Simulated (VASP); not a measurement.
# C: single point with PBE+D3(BJ)

C:

```
C
1.0
     0.00000    2.31134    3.51656
     1.27584    0.00000    3.51656
     1.27584    2.31134    0.00000
C
2
Direct
  0.16670 0.83330 0.16670
  0.83330 0.16670 0.83330
```

```yaml
Program: VASP 6.6.1
Task: single point
Functional: PBE
Dispersion: D3(BJ)
Potentials_or_basis: VASP PAW PBE potentials, release 64 (C)
Cutoff: 520 eV
k_mesh: 18 × 18 × 18
Occupations: gaussian, width 0.03 eV
Spin: no spin polarisation
Dipole_correction: no
Further_INCAR_settings: ALGO = Normal; EDIFF = 1e-07; NBANDS = 11
```

- Pressure: -35.3 GPa
- Largest force: 0.092 eV/Å
- Dispersion energy per atom: -0.138 eV

Forces in eV/Å, atoms in the order of the input:
```
C    0.000  0.092  0.000
C    0.000 -0.092  0.000
```

Stress tensor (GPa, compression positive):
```
-38.25   0.00   0.00
  0.00 -67.41   0.00
  0.00   0.00  -0.37
```

It took 67 s on 1 thread of Intel(R) Xeon(R) 6975P-C (Granite Rapids), with other jobs on the host, peak memory 0.28 GiB.

Caveat: the cell stands under tension.
